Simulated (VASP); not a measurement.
## Cs: single point with LDA

The system is Cs.

```
CELL_PARAMETERS angstrom
0.00000 3.44210 3.44210
3.44210 0.00000 3.44210
3.44210 3.44210 0.00000
ATOMIC_POSITIONS crystal
Cs 0.00000 0.00000 0.00000
```

This cell differs from its parent crystal: volume scaled by 0.85.

| Quantity | Value |
| --- | --- |
| Program | VASP 6.6.1 |
| Task | single point |
| Functional | LDA |
| Potentials or basis | VASP PAW LDA potentials, release 64 (Cs_sv) |
| Cutoff | 520 eV |
| k mesh | 10 × 10 × 10 |
| Occupations | fermi-dirac, width 0.1 eV |
| Spin | no spin polarisation |
| Dipole correction | no |
| Further INCAR settings | ALGO = Normal; EDIFF = 1e-06; NBANDS = 10 |

```
Pressure : 0.5 GPa
```

Levels at points of the mesh, in eV from the Fermi level:
| k point | band 2 | band 3 | band 4 | band 5 | band 6 | band 7 | band 8 | band 9 |
| --- | --- | --- | --- | --- | --- | --- | --- | --- |
| (0.00, 0.00, 0.00) | -10.29 | -10.29 | -10.29 | -2.01 | 2.58 | 2.58 | 2.58 | 4.07 |
| (0.50, 0.00, 0.00) | -10.72 | -10.35 | -10.35 | -0.20 | 1.33 | 2.39 | 2.39 | 5.22 |
| (0.50, 0.50, 0.00) | -10.69 | -10.44 | -10.44 | -0.04 | 0.76 | 2.23 | 5.19 | 5.19 |

It took 18 s on 1 thread of AMD EPYC 7R13 Processor (Zen 3) (shared host), peak memory 0.15 GiB.

Caveat: spin-orbit coupling is left out, which moves the levels of the heavy elements.
